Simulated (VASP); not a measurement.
# BN (Fmm2) in VASP: settings compared

The runs below take BN through single point, with PBE, r2SCAN.

All numbers are computed with VASP 6.6.1; they aren't measurements. Logs are shortened: lines on timing, memory, paths and dates and some standing lists are left out, and cuts for length are marked.

## 1. The cell of the first run

Symmetry: Fmm2, No. 42, orthorhombic system. Conventional cell: a = 2.502 Å, b = 6.586 Å, c = 4.327 Å, α = 90.00°, β = 90.00°, γ = 90.00°. B (site symmetry mm2) has 3 N at 1.44 Å within 1.9 Å. N (site symmetry mm2) has 3 B at 1.44 Å within 1.9 Å.

## 2. Single point, PBE

INCAR

```
SYSTEM = BN
PREC = Accurate
ENCUT = 520
EDIFF = 1E-7
ISMEAR = 0
SIGMA = 0.01
LREAL = .FALSE.
LASPH = .TRUE.
NELM = 60
ALGO = Normal
ISIF = 2
LWAVE = .FALSE.
LCHARG = .TRUE.
GGA = PE
LELF = .TRUE.
LVHAR = .TRUE.
NBANDS = 11
```

KPOINTS

```
Automatic mesh
0
G
  12 12 12
  0 0 0
```

POSCAR

```
BN
1.0
    0.0000000000      3.2928569342      2.1632761876
    1.2509583917      0.0000000000      2.1632761876
    1.2509583917      3.2928569342      0.0000000000
B N
1 1
Direct
    0.0001138439      0.0001138439      0.9998861561
    0.6665861461      0.6665861461      0.3334138539
```

Potentials or basis: VASP PAW PBE potentials, release 64 (B, N).

Command:

```sh
$ cat potpaw_PBE.64/B/POTCAR potpaw_PBE.64/N/POTCAR > POTCAR
$ mpirun -np 1 vasp_std > vasp.out
```

OUTCAR:

```text
SYSTEM = BN
   PREC = Accurate
   ENCUT = 520
   EDIFF = 1E-7
   ISMEAR = 0
   LREAL = .FALSE.
   LASPH = .TRUE.
   NELM = 60
   ISIF = 2
   GGA = PE

 ion  position               nearest neighbor table
   1  0.000  0.000  1.000-   2 1.44   2 1.44   2 1.44
   2  0.667  0.667  0.333-   1 1.44   1 1.44   1 1.44

  LATTYP: Found a face centered orthorhombic cell.
 ALAT       =     2.5019167834
 B/A-ratio  =     1.7292950764
 C/A-ratio  =     2.6322673528

  Lattice vectors:

 A1 = (  -0.0000000000,   3.2928569342,   2.1632761876)
 A2 = (  -1.2509583917,   3.2928569342,   0.0000000000)
 A3 = (  -1.2509583917,   0.0000000000,   2.1632761876)

Analysis of symmetry for initial positions (statically):
=====================================================================
 Subroutine PRICEL returns:
 Original cell was already a primitive cell.

 Routine SETGRP: Setting up the symmetry group for a
 face centered orthorhombic supercell.

 Subroutine GETGRP returns: Found  4 space group operations
 (whereof  4 operations were pure point group operations)
 out of a pool of  8 trial point group operations.

The static configuration has the point symmetry C_2v.

Analysis of symmetry for dynamics (positions and initial velocities):
=====================================================================
 Subroutine PRICEL returns:
 Original cell was already a primitive cell.

 Routine SETGRP: Setting up the symmetry group for a
 face centered orthorhombic supercell.

 Subroutine GETGRP returns: Found  4 space group operations
 (whereof  4 operations were pure point group operations)
 out of a pool of  8 trial point group operations.

The dynamic configuration has the point symmetry C_2v.

 Subroutine INISYM returns: Found  4 space group operations
 (whereof  4 operations are pure point group operations),
 and found     1 'primitive' translations

----------------------------------------------------------------------------------------

                                     Primitive cell

  volume of cell :      17.8221

  direct lattice vectors                    reciprocal lattice vectors
     0.000000000  3.292856934  2.163276188    -0.399693550  0.151843827  0.231130913
     1.250958392  0.000000000  2.163276188     0.399693550 -0.151843827  0.231130913
     1.250958392  3.292856934  0.000000000     0.399693550  0.151843827 -0.231130913

  length of vectors
     3.939882061  2.498931924  3.522471247     0.486038044  0.486038044  0.486038044

  position of ions in fractional coordinates (direct lattice)
     0.000113844  0.000113844  0.999886156
     0.666586146  0.666586146  0.333413854

  ion indices of the primitive-cell ions
   primitive index   ion index
                 1           1
                 2           2

----------------------------------------------------------------------------------------

 KPOINTS: Automatic mesh

Automatic generation of k-mesh.
 Grid dimensions read from file:
 generate k-points for:   12   12   12

 Generating k-lattice:

  Cartesian coordinates                     Fractional coordinates (reciprocal lattice)
    -0.033307796  0.012653652  0.019260909     0.083333333  0.000000000  0.000000000
     0.033307796 -0.012653652  0.019260909     0.000000000  0.083333333 -0.000000000
     0.033307796  0.012653652 -0.019260909     0.000000000 -0.000000000  0.083333333

  Length of vectors
     0.040503170  0.040503170  0.040503170

  Shift w.r.t. Gamma in fractional coordinates (k-lattice)
     0.000000000  0.000000000  0.000000000

 Subroutine IBZKPT returns following result:
 ===========================================

 Found    280 irreducible k-points:

 Following reciprocal coordinates:
            Coordinates               Weight
  0.000000  0.000000  0.000000      1.000000
  0.083333 -0.000000 -0.000000      8.000000
  0.166667  0.000000  0.000000      8.000000
  0.250000 -0.000000 -0.000000      8.000000
  0.333333 -0.000000 -0.000000      8.000000
  0.416667  0.000000  0.000000      8.000000
[... 16 lines left out ...]
  0.500000  0.166667 -0.000000      8.000000
 -0.416667  0.166667 -0.000000      8.000000
 [... further k-points ...]
   k-points           NKPTS =    280   k-points in BZ     NKDIM =    280   number of bands    NBANDS=     11
   number of dos      NEDOS =    301   number of ions     NIONS =      2
   total plane-waves  NPLWV =  16800
   dimension x,y,z NGX =    30 NGY =   20 NGZ =   28
   dimension x,y,z NGXF=    60 NGYF=   40 NGZF=   56
   ions per type =               1   1
   NGX,Y,Z   is equivalent  to a cutoff of  12.66, 13.31, 13.21 a.u.
   NGXF,Y,Z  is equivalent  to a cutoff of  25.32, 26.61, 26.43 a.u.
 SYSTEM =  BN
   PREC   = accura    normal or accurate (medium, high low for compatibility)
   ISTART =      0    job   : 0-new  1-cont  2-samecut
   ICHARG =      2    charge: 1-file 2-atom 10-const
   ISPIN  =      1    spin polarized calculation?
   LNONCOLLINEAR =      F non collinear calculations
   LSORBIT =      F    spin-orbit coupling
   LASPH  =      T    aspherical Exc in radial PAW
   ENCUT  =  520.0 eV  38.22 Ry    6.18 a.u.   7.33  4.65  6.55*2*pi/ulx,y,z
   NELM   =     60;   NELMIN=  2; NELMDL= -5     # of ELM steps
   EDIFF  = 0.1E-06   stopping-criterion for ELM
   LREAL  =      F    real-space projection
   EDIFFG = 0.1E-05   stopping-criterion for IOM
   NSW    =      0    number of steps for IOM
   IBRION =     -1    ionic relax: 0-MD 1-quasi-New 2-CG
   NFREE  =      0    steps in history (QN), initial steepest desc. (CG)
   ISIF   =      2    stress and relaxation
   ISYM   =      2    0-nonsym 1-usesym 2-fastsym
   POTIM  = 0.5000    time-step for ionic-motion
   TEBEG  =    0.0;   TEEND  =   0.0 temperature during run
   PSTRESS=    0.0 pullay stress
   NELECT =       8.0000    total number of electrons
   NUPDOWN=      -1.0000    fix difference up-down
   EMIN   =  10.00;   EMAX   =-10.00  energy-range for DOS
   EFERMI =   0.00;   METHOD = LEGACY
   ISMEAR =     0;   SIGMA  =   0.01  broadening in eV -4-tet -1-fermi 0-gaus
   EFERMI_NEDOS =   21; number of points for ismear=-14 and -15
   IALGO  =     38    algorithm
   IMIX   =      4    mixing-type and parameters
     AMIX     =   0.40;   BMIX     =  1.00
     AMIX_MAG =   1.60;   BMIX_MAG =  1.00
  volume/ion in A,a.u.               =       8.91        60.13
  Fermi-wavevector in a.u.,A,eV,Ry     =   1.253484  2.368742 21.377788  1.571223
  Thomas-Fermi vector in A             =   2.387335
   LORBIT       =      0    0 simple, 1 ext, 2 COOP (PROOUT), +10 PAW based schemes
   GGA     = PE    functional components
   LHFCALC =     F    Hartree Fock is set to
   AEXX    =    0.0000 exact exchange contribution
   IVDW    =     0    specifies the selected vdW correction
   LEPSILON=     F    determine dielectric tensor
   LRPA    =     F    only Hartree local field effects (RPA)
 non-spin polarized calculation
 Gauss-broadening in eV      SIGMA  =   0.01
  energy-cutoff  :      520.00
  volume of cell :       17.82
 maximum number of plane-waves:       501
 NGX is ok and might be reduce to    30
   NGX = 15   NGY =  9   NGZ = 13

 number of electron       8.0000000 magnetization

 Free energy of the ion-electron system (eV)
  ---------------------------------------------------
  ext. energy  EPLUGINS =         0.00000000
  ---------------------------------------------------
  free energy    TOTEN  =       -17.56824922 eV

  energy without entropy =      -17.56824922  energy(sigma->0) =      -17.56824922

 E-fermi :   2.6857     XC(G=0): -10.1425

 val. band max:        2.5002429639   @ k =   0.4167  -0.4167   0.0833
 cond. band min:       6.0930948668   @ k =   0.0000   0.5000   0.5000
 fundamental gap:      3.5928519029
 Fermi energy:         2.6856864604

 k-point     1 :       0.0000    0.0000    0.0000
  band No.  band energies     occupation
      1     -15.4781      2.00000
      2      -1.7169      2.00000
      3       1.0559      2.00000
      4       1.0606      2.00000
      5       7.6517      0.00000
      6      13.9863      0.00000
      7      14.0911      0.00000
      8      15.5990      0.00000
      9      17.2270      0.00000
     10      28.1771      0.00000
     11      30.6083      0.00000

 k-point     2 :       0.0833   -0.0000   -0.0000
  band No.  band energies     occupation
      1     -15.3367      2.00000
      2      -1.5985      2.00000
      3       0.4960      2.00000
      4       0.7976      2.00000
      5       7.9827      0.00000
      6      13.9865      0.00000
      7      14.6111      0.00000
      8      15.0876      0.00000
      9      17.6790      0.00000
     10      28.0595      0.00000
     11      28.5883      0.00000

 k-point     3 :       0.1667    0.0000    0.0000
  band No.  band energies     occupation
      1     -14.9208      2.00000
      2      -1.2598      2.00000
      3      -0.8955      2.00000
      4       0.1658      2.00000
      5       8.8410      0.00000
      6      13.7066      0.00000
      7      13.8712      0.00000
      8      16.2254      0.00000
      9      18.7875      0.00000
     10      25.1699      0.00000
     11      28.8723      0.00000
[... 267 lines left out ...]
 k-point    23 :       0.5000    0.1667   -0.0000
  band No.  band energies     occupation
      1     -12.3469      2.00000
      2      -5.7040      2.00000
      3      -2.9550      2.00000
      4       1.5495      2.00000
      5       7.8133      0.00000
      6      13.5247      0.00000
      7      15.6973      0.00000
      8      18.0695      0.00000
      9      20.6513      0.00000
     10      24.1859      0.00000
     11      25.7735      0.00000

 k-point    24 :      -0.4167    0.1667   -0.0000
  band No.  band energies     occupation
      1     -11.9789      2.00000
      2      -6.2206      2.00000
      3      -3.1196      2.00000
      4       1.8123      2.00000
      5       7.1876      0.00000
      6      14.0247      0.00000
      7      16.0947      0.00000
      8      18.0884      0.00000
      9      21.4286      0.00000
     10      23.5030      0.00000
     11      25.4506      0.00000

 [... further k-points ...]

------------------------ aborting loop because EDIFF is reached ----------------------------------------

  FORCE on cell =-STRESS in cart. coord.  units (eV):
  Direction    XX          YY          ZZ          XY          YZ          ZX
  --------------------------------------------------------------------------------------
  -------------------------------------------------------------------------------------
  Total        0.5918385      0.3770292      0.6007854      0.0000000      0.0000000      0.0000000
  in kB       53.2054518     33.8943911     54.0097582      0.0000000      0.0000000      0.0000000
  external PRESSURE =      47.0365337 kB  Pullay stress =       0.0000000 kB

 VOLUME and BASIS-vectors are now :
 -----------------------------------------------------------------------------
  energy-cutoff  :      520.00
  volume of cell :       17.82
      direct lattice vectors                 reciprocal lattice vectors
     0.000000000  3.292856934  2.163276188    -0.399693550  0.151843827  0.231130913
     1.250958392  0.000000000  2.163276188     0.399693550 -0.151843827  0.231130913
     1.250958392  3.292856934  0.000000000     0.399693550  0.151843827 -0.231130913

 POSITION                                       TOTAL-FORCE (eV/Angst)
 -----------------------------------------------------------------------------------
      1.25096      3.29286      0.00049         0.000000      0.000000      0.003244
      1.25096      3.29286      2.88402         0.000000      0.000000     -0.003244
 -----------------------------------------------------------------------------------
    total drift:                                0.000002      0.000014     -0.000024

  FREE ENERGIE OF THE ION-ELECTRON SYSTEM (eV)
  ---------------------------------------------------
  free  energy   TOTEN  =       -17.5682492161 eV

  energy  without entropy=      -17.5682492161  energy(sigma->0) =      -17.56824922
```

It took 40 s on 1 thread of AMD EPYC 9R45 (Zen 5), shared host; peak memory 0.15 GiB.

Results:

```
Free energy            : -17.5682 eV
Pressure               : 4.7 GPa
Largest force          : 0.003 eV/Å
Band gap on the k mesh : 3.59 eV, indirect (least direct gap 4.54 eV)
```

Forces on the atoms (eV/Å):
```
B    0.000  0.000  0.003
N    0.000  0.000 -0.003
```

A k mesh can miss the band edges.

## 3. Single point, r2SCAN

POSCAR is that of step 2.

INCAR.step1

```
SYSTEM = BN
  ALGO = Normal
  EDIFF = 1E-4
  ENCUT = 520
  GGA = PE
  ISMEAR = 0
  LASPH = .TRUE.
  LCHARG = .FALSE.
  LREAL = .FALSE.
  LWAVE = .TRUE.
  NBANDS = 11
  NELM = 60
  PREC = Accurate
  SIGMA = 0.01
```

INCAR.step2

```
SYSTEM = BN
  ALGO = Normal
  EDIFF = 1E-6
  ENCUT = 520
  ISIF = 2
  ISMEAR = 0
  ISTART = 1
  LASPH = .TRUE.
  LCHARG = .FALSE.
  LMIXTAU = .TRUE.
  LREAL = .FALSE.
  LWAVE = .FALSE.
  METAGGA = R2SCAN
  NBANDS = 11
  NELM = 60
  PREC = Accurate
  SIGMA = 0.01
```

KPOINTS

```
k-points
0
G
  12 12 12
  0 0 0
```

Potentials or basis: VASP PAW PBE potentials, release 64 (B, N).

Command:

```sh
$ cat potpaw_PBE.64/B/POTCAR potpaw_PBE.64/N/POTCAR > POTCAR
$ cp INCAR.step1 INCAR
$ mpirun -np 1 vasp_std > vasp.out
$ cp INCAR.step2 INCAR
$ mpirun -np 1 vasp_std > vasp.out
```

Run time: 2.9 min. Hardware: 1 thread of AMD EPYC 9R45 (Zen 5), shared host; peak memory 0.15 GiB.

It converged, with:

```
Free energy            : -19.2909 eV
Pressure               : 1.1 GPa
Band gap on the k mesh : 4.08 eV, indirect (least direct gap 5.21 eV)
```

Stress tensor (GPa, compression positive):
```
0.95 0.00 0.00
0.00 1.30 0.00
0.00 0.00 0.95
```

Levels at points of the mesh, in eV from the valence-band top:
```tsv
k point	band 1	band 2	band 3	band 4	band 5	band 6	band 7	band 8
(0.00, 0.00, 0.00)	-18.99	-4.33	-1.49	-1.48	5.53	12.22	12.33	14.38
(0.50, 0.00, 0.00)	-15.65	-9.42	-4.41	-1.08	5.15	10.55	14.39	17.22
(0.50, 0.50, 0.00)	-15.72	-9.56	-4.41	-0.35	6.82	10.08	13.01	14.81
(0.50, 0.00, 0.50)	-18.69	-6.59	-1.53	-1.47	10.99	12.14	12.26	13.14
(0.00, 0.50, 0.50)	-15.55	-9.26	-4.48	-1.72	4.08	10.52	15.86	20.40
```

Caveat: the PAW data sets were made with another functional, which shifts forces and pressure a little.
